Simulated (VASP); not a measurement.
Write the native input for VASP 6.6.1 that does the following.

```
Task                   : single point
Functional             : LDA
Potentials or basis    : VASP PAW LDA potentials, release 64 (Ba_sv, Zr_sv, O_h)
Cutoff                 : 910 eV
k mesh                 : 6 × 6 × 6
Occupations            : gaussian, width 0.05 eV
Spin                   : no spin polarisation
Dipole correction      : no
Further INCAR settings : ALGO = Normal; EDIFF = 1e-06; NBANDS = 28
```

The structure of BaZrO3 lies in POSCAR:

```
BaZrO3
1.0
    4.1474542849      0.0000000000      0.0000000000
    0.0000000000      4.2615092777      0.0000000000
    0.0000000000      0.0000000000      4.1474542849
Ba Zr O
1 1 3
Direct
    0.5000000000      0.5000000000      0.5000000000
    0.0000000000      0.0000000000      0.0000000000
    0.5000000000      0.0000000000      0.0000000000
    0.0000000000      0.5000000000      0.0000000000
    0.0000000000      0.0000000000      0.5000000000
```

This cell differs from its parent crystal: normal strain along x +0.0000, normal strain along y +0.0275.

One way to write it, as run:

INCAR

```
SYSTEM = BaZrO3
PREC = Accurate ; ENCUT = 910
EDIFF = 1E-6 ; ISMEAR = 0
SIGMA = 0.05 ; LREAL = .False.
LASPH = .True. ; NELM = 120
ALGO = Normal ; ISIF = 2
LWAVE = .False. ; LCHARG = .False.
NBANDS = 28 ; GGA_COMPAT = .False.
```

KPOINTS

```
Automatic mesh
0
Gamma
  6 6 6
  0 0 0
```

Potentials or basis: VASP PAW LDA potentials, release 64 (Ba_sv, Zr_sv, O_h).

The run is started by

```console
$ cat potpaw_LDA.64/Ba_sv/POTCAR potpaw_LDA.64/Zr_sv/POTCAR potpaw_LDA.64/O_h/POTCAR > POTCAR
$ mpirun -np 1 vasp_std > vasp.out
```

It gave:

| Quantity | Value |
| --- | --- |
| Pressure | -3.2 GPa |
| Band gap on the k mesh | 3.01 eV (least direct gap 3.23 eV) |

Caveat: the cell differs from its parent crystal (normal strain along x +0.0000, normal strain along y +0.0275); the cutoff is under 1.25 times the usual one of these potentials, so pressure, stress and relaxed cells hold a basis-set (Pulay) error; the cell stands under tension; spin-orbit coupling is left out, which moves the levels of the heavy elements.

Wall time 3.8 min on 1 thread of Intel(R) Xeon(R) Platinum 8488C (Sapphire Rapids), on a shared host, peak memory 0.34 GiB.
